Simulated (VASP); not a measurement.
Set up this calculation in VASP 6.6.1, as the native input.

| Item | Value |
| --- | --- |
| Task | single point |
| Functional | LDA |
| Potentials or basis | VASP PAW LDA potentials, release 64 (Al) |
| Cutoff | 520 eV |
| k mesh | 22 × 22 × 22 |
| Occupations | gaussian, width 0.15 eV |
| Spin | no spin polarisation |
| Dipole correction | no |
| Further INCAR settings | ALGO = Normal; EDIFF = 1e-06; NBANDS = 8 |

The structure of Al lies in POSCAR:

```
Al
1.0
    0.0000000000      1.9913294518      2.0908959244
    1.9913294518      0.0000000000      2.0908959244
    1.9913294518      1.9913294518      0.0000000000
Al
1
Direct
    0.0000000000      0.0000000000      0.0000000000
```

This cell differs from its parent crystal: ratio of the length along z to the lengths across it x 1.05, volume and fractional coordinates fixed.

One way to write it, as run:

INCAR

```
SYSTEM = Al
PREC = Accurate
ENCUT = 520
EDIFF = 1E-6
ISMEAR = 0
SIGMA = 0.15
LREAL = .FALSE.
LASPH = .TRUE.
NELM = 80
ALGO = Normal
ISIF = 2
LWAVE = .FALSE.
LCHARG = .FALSE.
NBANDS = 8
```

KPOINTS

```
Automatic mesh
0
G
  22 22 22
  0 0 0
```

Potentials or basis: VASP PAW LDA potentials, release 64 (Al).

Run with:

```bash
$ cat potpaw_LDA.64/Al/POTCAR > POTCAR
$ mpirun -np 1 vasp_std > vasp.out
```

Results of the run:

```yaml
Pressure: -3.4 GPa
Band_gap_on_the_k_mesh: zero (an odd number of electrons rules out a gap without spin polarisation)
```

Caveat: the cell stands under tension.

It took 100 s on 1 thread of Intel Xeon 8259CL (shared host), peak memory 0.2 GiB.
